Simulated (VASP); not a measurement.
# TePb (Fm-3m) in VASP: further runs

The runs below take TePb through single point, with PBE, r2SCAN.

Program: VASP 6.6.1. These are calculated values, not measurements. Logs are shortened: lines on timing, memory, paths and dates and some standing lists are left out, and cuts for length are marked.

**1. The cell of the first run**

Symmetry: Fm-3m, No. 225, cubic system. Conventional cell: a = 6.470 Å, b = 6.470 Å, c = 6.470 Å, α = 90.00°, β = 90.00°, γ = 90.00°. Pb (site symmetry m-3m) has 6 Te at 3.24 Å within 4.3 Å. Te (site symmetry m-3m) has 6 Pb at 3.24 Å within 4.3 Å.

**2. Single point, PBE (strain -1.0%)**

INCAR reads:

```
SYSTEM = TePb
PREC = Accurate
ENCUT = 520
EDIFF = 1E-6
ISMEAR = -1
SIGMA = 0.02
LREAL = .FALSE.
LASPH = .TRUE.
NELM = 60
ALGO = Normal
ISIF = 2
LWAVE = .FALSE.
LCHARG = .TRUE.
GGA = PE
LELF = .TRUE.
LVHAR = .TRUE.
NBANDS = 17
```

KPOINTS reads:

```
regular mesh
0
G
  8 8 8
  0 0 0
```

POSCAR reads:

```
TePb
1.0
    0.0000000000      3.2351584803      3.2351584803
    3.2351584803      0.0000000000      3.2351584803
    3.2351584803      3.2351584803      0.0000000000
Pb Te
1 1
Direct
    0.0000000000      0.0000000000      0.0000000000
    0.5000000000      0.5000000000      0.5000000000
```

Potentials or basis: VASP PAW PBE potentials, release 64 (Pb_d, Te).

Launch:

```sh
$ cat potpaw_PBE.64/Pb_d/POTCAR potpaw_PBE.64/Te/POTCAR > POTCAR
$ mpirun -np 1 vasp_std > vasp.out
```

OUTCAR:

```text
SYSTEM = TePb
   PREC = Accurate
   ENCUT = 520
   EDIFF = 1E-6
   ISMEAR = -1
   LREAL = .FALSE.
   LASPH = .TRUE.
   NELM = 60
   ISIF = 2
   GGA = PE

 ion  position               nearest neighbor table
   1  0.000  0.000  0.000-   2 3.24   2 3.24   2 3.24   2 3.24   2 3.24   2 3.24
   2  0.500  0.500  0.500-   1 3.24   1 3.24   1 3.24   1 3.24   1 3.24   1 3.24

  LATTYP: Found a face centered cubic cell.
 ALAT       =     6.4703169606

  Lattice vectors:

 A1 = (   0.0000000000,   3.2351584803,   3.2351584803)
 A2 = (   3.2351584803,   0.0000000000,   3.2351584803)
 A3 = (   3.2351584803,   3.2351584803,   0.0000000000)

Analysis of symmetry for initial positions (statically):
=====================================================================
 Subroutine PRICEL returns:
 Original cell was already a primitive cell.

 Routine SETGRP: Setting up the symmetry group for a
 face centered cubic supercell.

 Subroutine GETGRP returns: Found 48 space group operations
 (whereof 48 operations were pure point group operations)
 out of a pool of 48 trial point group operations.

The static configuration has the point symmetry O_h .

Analysis of symmetry for dynamics (positions and initial velocities):
=====================================================================
 Subroutine PRICEL returns:
 Original cell was already a primitive cell.

 Routine SETGRP: Setting up the symmetry group for a
 face centered cubic supercell.

 Subroutine GETGRP returns: Found 48 space group operations
 (whereof 48 operations were pure point group operations)
 out of a pool of 48 trial point group operations.

The dynamic configuration has the point symmetry O_h .

 Subroutine INISYM returns: Found 48 space group operations
 (whereof 48 operations are pure point group operations),
 and found     1 'primitive' translations

----------------------------------------------------------------------------------------

                                     Primitive cell

  volume of cell :      67.7200

  direct lattice vectors                    reciprocal lattice vectors
     0.000000000  3.235158480  3.235158480    -0.154551934  0.154551934  0.154551934
     3.235158480  0.000000000  3.235158480     0.154551934 -0.154551934  0.154551934
     3.235158480  3.235158480  0.000000000     0.154551934  0.154551934 -0.154551934

  length of vectors
     4.575204999  4.575204999  4.575204999     0.267691802  0.267691802  0.267691802

  position of ions in fractional coordinates (direct lattice)
     0.000000000  0.000000000  0.000000000
     0.500000000  0.500000000  0.500000000

  ion indices of the primitive-cell ions
   primitive index   ion index
                 1           1
                 2           2

----------------------------------------------------------------------------------------

 KPOINTS: regular mesh

Automatic generation of k-mesh.
 Grid dimensions read from file:
 generate k-points for:    8    8    8

 Generating k-lattice:

  Cartesian coordinates                     Fractional coordinates (reciprocal lattice)
    -0.019318992  0.019318992  0.019318992     0.125000000  0.000000000  0.000000000
     0.019318992 -0.019318992  0.019318992     0.000000000  0.125000000  0.000000000
     0.019318992  0.019318992 -0.019318992     0.000000000  0.000000000  0.125000000

  Length of vectors
     0.033461475  0.033461475  0.033461475

  Shift w.r.t. Gamma in fractional coordinates (k-lattice)
     0.000000000  0.000000000  0.000000000

 Subroutine IBZKPT returns following result:
 ===========================================

 Found     29 irreducible k-points:

 Following reciprocal coordinates:
            Coordinates               Weight
  0.000000  0.000000  0.000000      1.000000
  0.125000  0.000000  0.000000      8.000000
  0.250000  0.000000  0.000000      8.000000
  0.375000  0.000000  0.000000      8.000000
  0.500000  0.000000  0.000000      4.000000
  0.125000  0.125000  0.000000      6.000000
[... 16 lines left out ...]
  0.500000  0.250000  0.125000     48.000000
 -0.375000  0.250000  0.125000     24.000000
 [... further k-points ...]
   k-points           NKPTS =     29   k-points in BZ     NKDIM =     29   number of bands    NBANDS=     17
   number of dos      NEDOS =    301   number of ions     NIONS =      2
   total plane-waves  NPLWV =  46656
   dimension x,y,z NGX =    36 NGY =   36 NGZ =   36
   dimension x,y,z NGXF=    72 NGYF=   72 NGZF=   72
   ions per type =               1   1
   NGX,Y,Z   is equivalent  to a cutoff of  13.08, 13.08, 13.08 a.u.
   NGXF,Y,Z  is equivalent  to a cutoff of  26.16, 26.16, 26.16 a.u.
 SYSTEM =  TePb
   PREC   = accura    normal or accurate (medium, high low for compatibility)
   ISTART =      0    job   : 0-new  1-cont  2-samecut
   ICHARG =      2    charge: 1-file 2-atom 10-const
   ISPIN  =      1    spin polarized calculation?
   LNONCOLLINEAR =      F non collinear calculations
   LSORBIT =      F    spin-orbit coupling
   LASPH  =      T    aspherical Exc in radial PAW
   ENCUT  =  520.0 eV  38.22 Ry    6.18 a.u.   8.51  8.51  8.51*2*pi/ulx,y,z
   NELM   =     60;   NELMIN=  2; NELMDL= -5     # of ELM steps
   EDIFF  = 0.1E-05   stopping-criterion for ELM
   LREAL  =      F    real-space projection
   EDIFFG = 0.1E-04   stopping-criterion for IOM
   NSW    =      0    number of steps for IOM
   IBRION =     -1    ionic relax: 0-MD 1-quasi-New 2-CG
   NFREE  =      0    steps in history (QN), initial steepest desc. (CG)
   ISIF   =      2    stress and relaxation
   ISYM   =      2    0-nonsym 1-usesym 2-fastsym
   POTIM  = 0.5000    time-step for ionic-motion
   TEBEG  =    0.0;   TEEND  =   0.0 temperature during run
   PSTRESS=    0.0 pullay stress
   NELECT =      20.0000    total number of electrons
   NUPDOWN=      -1.0000    fix difference up-down
   EMIN   =  10.00;   EMAX   =-10.00  energy-range for DOS
   EFERMI =   0.00;   METHOD = LEGACY
   ISMEAR =    -1;   SIGMA  =   0.02  broadening in eV -4-tet -1-fermi 0-gaus
   EFERMI_NEDOS =   21; number of points for ismear=-14 and -15
   IALGO  =     38    algorithm
   IMIX   =      4    mixing-type and parameters
     AMIX     =   0.40;   BMIX     =  1.00
     AMIX_MAG =   1.60;   BMIX_MAG =  1.00
  volume/ion in A,a.u.               =      33.86       228.50
  Fermi-wavevector in a.u.,A,eV,Ry     =   1.090216  2.060210 16.171493  1.188571
  Thomas-Fermi vector in A             =   2.226436
   LORBIT       =      0    0 simple, 1 ext, 2 COOP (PROOUT), +10 PAW based schemes
   GGA     = PE    functional components
   LHFCALC =     F    Hartree Fock is set to
   AEXX    =    0.0000 exact exchange contribution
   IVDW    =     0    specifies the selected vdW correction
   LEPSILON=     F    determine dielectric tensor
   LRPA    =     F    only Hartree local field effects (RPA)
 non-spin polarized calculation
  energy-cutoff  :      520.00
  volume of cell :       67.72
 maximum number of plane-waves:      1847
 NGX is ok and might be reduce to    36
   NGX = 17   NGY = 17   NGZ = 17

 number of electron      20.0000003 magnetization

 Free energy of the ion-electron system (eV)
  ---------------------------------------------------
  ext. energy  EPLUGINS =         0.00000000
  ---------------------------------------------------
  free energy    TOTEN  =        -7.50456740 eV

  energy without entropy =       -7.50456740  energy(sigma->0) =       -7.50456740

 E-fermi :   5.9395     XC(G=0):  -9.2829

 val. band max:        5.5748689979   @ k =   0.5000   0.0000   0.0000
 cond. band min:       6.3185016018   @ k =   0.5000   0.0000   0.0000
 fundamental gap:      0.7436326039
 Fermi energy:         5.9394566110

 k-point     1 :       0.0000    0.0000    0.0000
  band No.  band energies     occupation
      1     -11.1396      2.00000
      2     -11.1396      2.00000
      3     -11.1307      2.00000
      4     -11.1307      2.00000
      5     -11.1307      2.00000
      6      -6.4119      2.00000
[... 9 lines left out ...]
     16      11.3799      0.00000
     17      12.9544      0.00000

 k-point     2 :       0.1250    0.0000    0.0000
  band No.  band energies     occupation
      1     -11.1414      2.00000
      2     -11.1414      2.00000
      3     -11.1303      2.00000
      4     -11.1286      2.00000
      5     -11.1286      2.00000
      6      -6.2787      2.00000
[... 9 lines left out ...]
     16      11.6724      0.00000
     17      13.9939      0.00000

 k-point     3 :       0.2500    0.0000    0.0000
  band No.  band energies     occupation
      1     -11.1466      2.00000
      2     -11.1466      2.00000
      3     -11.1294      2.00000
      4     -11.1225      2.00000
      5     -11.1225      2.00000
      6      -5.8956      2.00000
[... 9 lines left out ...]
     16      12.4675      0.00000
     17      15.8597      0.00000

 k-point     4 :       0.3750    0.0000    0.0000
  band No.  band energies     occupation
      1     -11.1520      2.00000
      2     -11.1520      2.00000
      3     -11.1286      2.00000
      4     -11.1162      2.00000
      5     -11.1162      2.00000
      6      -5.3448      2.00000
[... 9 lines left out ...]
     16      13.6841      0.00000
     17      16.2738      0.00000
[... 343 lines left out ...]
      1     -11.1609      2.00000
      2     -11.1407      2.00000
      3     -11.1318      2.00000
      4     -11.1187      2.00000
      5     -11.1174      2.00000
      6      -5.5788      2.00000
[... 9 lines left out ...]
     16      14.2350      0.00000
     17      14.5687      0.00000

 k-point    23 :       0.5000    0.2500    0.1250
  band No.  band energies     occupation
      1     -11.1663      2.00000
      2     -11.1449      2.00000
      3     -11.1281      2.00000
      4     -11.1172      2.00000
      5     -11.1132      2.00000
      6      -5.0897      2.00000
[... 9 lines left out ...]
     16      14.5082      0.00000
     17      15.6087      0.00000

 k-point    24 :      -0.3750    0.2500    0.1250
  band No.  band energies     occupation
      1     -11.1679      2.00000
      2     -11.1472      2.00000
      3     -11.1246      2.00000
      4     -11.1190      2.00000
      5     -11.1110      2.00000
      6      -4.7981      2.00000
[... 9 lines left out ...]
     16      15.3751      0.00000
     17      15.6810      0.00000

 [... further k-points ...]

------------------------ aborting loop because EDIFF is reached ----------------------------------------

  FORCE on cell =-STRESS in cart. coord.  units (eV):
  Direction    XX          YY          ZZ          XY          YZ          ZX
  --------------------------------------------------------------------------------------
  -------------------------------------------------------------------------------------
  Total        0.7970665      0.7970665      0.7970665      0.0000000     -0.0000000     -0.0000000
  in kB       18.8576886     18.8576886     18.8576886      0.0000000     -0.0000000     -0.0000000
  external PRESSURE =      18.8576886 kB  Pullay stress =       0.0000000 kB

 VOLUME and BASIS-vectors are now :
 -----------------------------------------------------------------------------
  energy-cutoff  :      520.00
  volume of cell :       67.72
      direct lattice vectors                 reciprocal lattice vectors
     0.000000000  3.235158480  3.235158480    -0.154551934  0.154551934  0.154551934
     3.235158480  0.000000000  3.235158480     0.154551934 -0.154551934  0.154551934
     3.235158480  3.235158480  0.000000000     0.154551934  0.154551934 -0.154551934

 POSITION                                       TOTAL-FORCE (eV/Angst)
 -----------------------------------------------------------------------------------
      0.00000      0.00000      0.00000        -0.000000     -0.000000     -0.000000
      3.23516      3.23516      3.23516         0.000000      0.000000      0.000000
 -----------------------------------------------------------------------------------
    total drift:                               -0.000000      0.000000      0.000000

  FREE ENERGIE OF THE ION-ELECTRON SYSTEM (eV)
  ---------------------------------------------------
  free  energy   TOTEN  =        -7.5045673965 eV

  energy  without entropy=       -7.5045673963  energy(sigma->0) =       -7.50456740
```

It took 34 s on 1 thread of AMD EPYC 7R13, shared host; peak memory 0.22 GiB.

Results:

| Quantity | Value |
| --- | --- |
| Free energy | -7.5046 eV |
| Pressure | 1.9 GPa |
| Band gap on the k mesh | 0.74 eV, direct |

Caveat: the cell differs from its parent crystal (strain -1.0%); spin-orbit coupling is left out, which moves the levels of the heavy elements.

**3. Single point, r2SCAN, non-collinear spin, zero start, spin-orbit coupling (strain +4.0%)**

POSCAR reads:

```
TePb
1.0
    0.0000000000      3.3985503228      3.3985503228
    3.3985503228      0.0000000000      3.3985503228
    3.3985503228      3.3985503228      0.0000000000
Pb Te
1 1
Direct
    0.0000000000      0.0000000000      0.0000000000
    0.5000000000      0.5000000000      0.5000000000
```

INCAR.step1 reads:

```
SYSTEM = TePb
  PREC = Accurate
  ENCUT = 520
  ISMEAR = -1
  SIGMA = 0.02
  LREAL = .FALSE.
  LASPH = .TRUE.
  NELM = 150
  MAGMOM = 0 0 0 0 0 0
  LSORBIT = .TRUE.
  GGA_COMPAT = .FALSE.
  NBANDS = 32
  GGA = PE
  ALGO = Normal
  EDIFF = 1E-4
  LWAVE = .TRUE.
  LCHARG = .FALSE.
```

INCAR.step2 reads:

```
SYSTEM = TePb
  PREC = Accurate
  ENCUT = 520
  EDIFF = 1E-6
  ISMEAR = -1
  SIGMA = 0.02
  LREAL = .FALSE.
  LASPH = .TRUE.
  NELM = 150
  ALGO = Normal
  ISIF = 2
  LWAVE = .FALSE.
  LCHARG = .FALSE.
  MAGMOM = 0 0 0 0 0 0
  LORBIT = 11
  LSORBIT = .TRUE.
  GGA_COMPAT = .FALSE.
  LORBMOM = .TRUE.
  METAGGA = R2SCAN
  LMIXTAU = .TRUE.
  NBANDS = 32
  ISTART = 1
```

KPOINTS reads:

```
Automatic mesh
0
G
  8 8 8
  0 0 0
```

Potentials or basis: VASP PAW PBE potentials, release 64 (Pb_d, Te).

Launch:

```sh
$ cat potpaw_PBE.64/Pb_d/POTCAR potpaw_PBE.64/Te/POTCAR > POTCAR
$ cp INCAR.step1 INCAR
$ mpirun -np 1 vasp_ncl > vasp.out
$ cp INCAR.step2 INCAR
$ mpirun -np 1 vasp_ncl > vasp.out
```

It took 7.6 min on 1 thread of Intel Xeon Platinum 8488C (Sapphire Rapids), shared host; peak memory 0.52 GiB.

Results (log left out):

| Property | Result |
| --- | --- |
| Free energy | -83.0896 eV |
| Pressure | -3.8 GPa |
| Net moment | 0.00 μB per cell |
| Valence electrons inside the program's atomic spheres | Pb 11.78; Te 3.38 |

Moments on the atoms (μB; x, y, z):
```
Pb  0.00 0.00 0.00
Te  0.00 0.00 0.00
```

Caveat: the cell differs from its parent crystal (strain +4.0%); the PAW data sets were made with another functional, which shifts forces and pressure a little.

**4. Single point, r2SCAN, non-collinear spin, zero start, spin-orbit coupling (strain -2.0%)**

POSCAR reads:

```
TePb
1.0
    0.0000000000      3.2024801118      3.2024801118
    3.2024801118      0.0000000000      3.2024801118
    3.2024801118      3.2024801118      0.0000000000
Pb Te
1 1
Direct
    0.0000000000      0.0000000000      0.0000000000
    0.5000000000      0.5000000000      0.5000000000
```

INCAR.step1 reads:

```
SYSTEM = TePb
ALGO = Normal
EDIFF = 1E-4
ENCUT = 520
GGA = PE
GGA_COMPAT = .False.
ISMEAR = -1
LASPH = .True.
LCHARG = .False.
LREAL = .False.
LSORBIT = .True.
LWAVE = .True.
MAGMOM = 0 0 0 0 0 0
NBANDS = 32
NELM = 150
PREC = Accurate
SIGMA = 0.02
```

INCAR.step2 reads:

```
SYSTEM = TePb
ALGO = Normal
EDIFF = 1E-6
ENCUT = 520
GGA_COMPAT = .False.
ISIF = 2
ISMEAR = -1
ISTART = 1
LASPH = .True.
LCHARG = .False.
LMIXTAU = .True.
LORBIT = 11
LORBMOM = .True.
LREAL = .False.
LSORBIT = .True.
LWAVE = .False.
MAGMOM = 0 0 0 0 0 0
METAGGA = R2SCAN
NBANDS = 32
NELM = 150
PREC = Accurate
SIGMA = 0.02
```

KPOINTS reads:

```
k-points
0
Gamma
  8 8 8
  0 0 0
```

Launch:

```sh
$ cat potpaw_PBE.64/Pb_d/POTCAR potpaw_PBE.64/Te/POTCAR > POTCAR
$ cp INCAR.step1 INCAR
$ mpirun -np 1 vasp_ncl > vasp.out
$ cp INCAR.step2 INCAR
$ mpirun -np 1 vasp_ncl > vasp.out
```

It took 19 min on 1 thread of AMD EPYC 7R13 (Zen 3), shared host; peak memory 0.47 GiB.

It converged, with:

```yaml
Free_energy: -83.1718 eV
Pressure: 2.8 GPa
Net_moment: 0.00 μB per cell
Valence_electrons_inside_the_program's_atomic_spheres: Pb 11.88; Te 3.45
```

Moments on the atoms (μB; x, y, z):
```
Pb  0.00 0.00 0.00
Te  0.00 0.00 0.00
```

Caveat: the cell differs from its parent crystal (strain -2.0%); the PAW data sets were made with another functional, which shifts forces and pressure a little.

**5. Summary**

| level | spin | cell | pressure (GPa) | moment (μB) |
| --- | --- | --- | --- | --- |
| PBE | off | a = 4.575 Å, angles 60.0°, 2 atoms | 1.9 | - |
| r2SCAN | non-collinear, zero start, SOC | a = 4.806 Å, angles 60.0°, 2 atoms | -3.8 | 0.00 |
| r2SCAN | non-collinear, zero start, SOC | a = 4.529 Å, angles 60.0°, 2 atoms | 2.8 | 0.00 |

Alike in all rows: task single point; potentials or basis VASP PAW PBE potentials, release 64 (Pb_d, Te); k mesh 8 × 8 × 8; cutoff (eV) 520; smearing fermi-dirac 0.02 eV.

Caveats: the PAW data sets were made with another functional, which shifts forces and pressure a little (some runs); spin-orbit coupling is left out, which moves the levels of the heavy elements (some runs).

Total energies depend on the potentials used, so only differences within one code and one set of settings carry meaning.
